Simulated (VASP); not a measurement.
NaP3: single point with PBE

Crystal: NaP3.

```xyz
8
Lattice="5.9612 0.0000 0.0000 -2.9806 5.1625 0.0000 0.0000 0.0000 5.8494" Properties=species:S:1:pos:R:3 pbc="T T T"
Na    2.9806    1.7208    2.9247
Na    0.0000    3.4417    2.9247
P     1.9612    3.3970    0.5650
P     2.0387    0.0000    0.5650
P    -1.0194    1.7656    0.5650
P    -1.9612    3.3970    5.2844
P     3.9225    0.0000    5.2844
P     1.0194    1.7656    5.2844
```

```json
{"Program": "VASP 6.6.1", "Task": "single point", "Functional": "PBE", "Potentials or basis": "VASP PAW PBE potentials, release 64 (Na_pv, P)", "Cutoff": "520 eV", "k mesh": "6 × 6 × 6", "Occupations": "gaussian, width 0.1 eV", "Spin": "no spin polarisation", "Dipole correction": "no", "Further INCAR settings": "ALGO = Fast; EDIFF = 1e-06; NBANDS = 32"}
```

```json
{"Pressure": "-0.2 GPa", "Largest force": "0.042 eV/Å", "Band gap on the k mesh": "zero (bands 22 and 23 overlap by 1.63 eV)"}
```

Forces in eV/Å, atoms in the order of the input:
```
Na   0.000  0.000  0.000
Na   0.000  0.000  0.000
P   -0.011 -0.020 -0.035
P    0.023  0.000 -0.035
P   -0.011  0.020 -0.035
P    0.011 -0.020  0.035
P   -0.023  0.000  0.035
P    0.011  0.020  0.035
```

Stress tensor (GPa, compression positive):
```
-0.19  0.00  0.00
 0.00 -0.19  0.00
 0.00  0.00 -0.11
```

Levels at points of the mesh, in eV from the Fermi level:
```csv
k point,band 19,band 20,band 21,band 22,band 23,band 24,band 25,band 26
"(0.00, 0.00, 0.00)",-3.61,-2.72,-2.72,-0.13,0.13,1.02,1.26,1.26
"(0.50, 0.00, 0.00)",-3.48,-2.96,-2.80,-0.58,0.35,0.48,0.75,1.41
"(0.00, 0.00, 0.50)",-2.72,-2.72,-2.12,-0.59,-0.22,0.57,1.26,1.26
"(0.50, 0.00, 0.50)",-3.68,-2.22,-2.16,-0.45,0.90,1.22,1.26,1.53
```

It took 7.6 min on 1 thread of Oxide Virtual Turin-like Processor, on a shared host, peak memory 0.35 GiB.
